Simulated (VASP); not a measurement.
A run of VASP 6.6.1:

The input INCAR:

```
SYSTEM = BeS
PREC = Accurate
ENCUT = 520
EDIFF = 1E-8
ISMEAR = 0
SIGMA = 0.01
LREAL = .False.
LASPH = .True.
NELM = 60
ALGO = Normal
ISIF = 2
LWAVE = .False.
LCHARG = .False.
METAGGA = R2SCAN
LMIXTAU = .True.
IBRION = 6
NFREE = 2
POTIM = 0.015
NSW = 1
```

Contents of KPOINTS:

```
regular mesh
0
Gamma
  8 8 8
  0 0 0
```

Contents of POSCAR:

```
BeS
1.0
    2.3647110050      2.3647110050      0.0000000000
   -2.3647110050      2.3647110050      0.0000000000
    0.0000000000      2.3647110050      2.3647110050
Be S
1 1
Direct
    0.0000000000      0.0000000000      0.0000000000
    0.7500000000      0.2500000000      0.5000000000
```

Potentials or basis: VASP PAW PBE potentials, release 64 (Be, S).

Launch:

```console
$ cat potpaw_PBE.64/Be/POTCAR potpaw_PBE.64/S/POTCAR > POTCAR
$ mpirun -np 1 vasp_std > vasp.out
```

Hardware: 1 thread of Intel Xeon 8259CL (shared host).

Problem. How long does it take, and how much memory?

Solution. It took 8.8 min on 1 thread of Intel Xeon 8259CL (shared host), peak memory 0.19 GiB. Counts: scf iterations 66, k points 29.
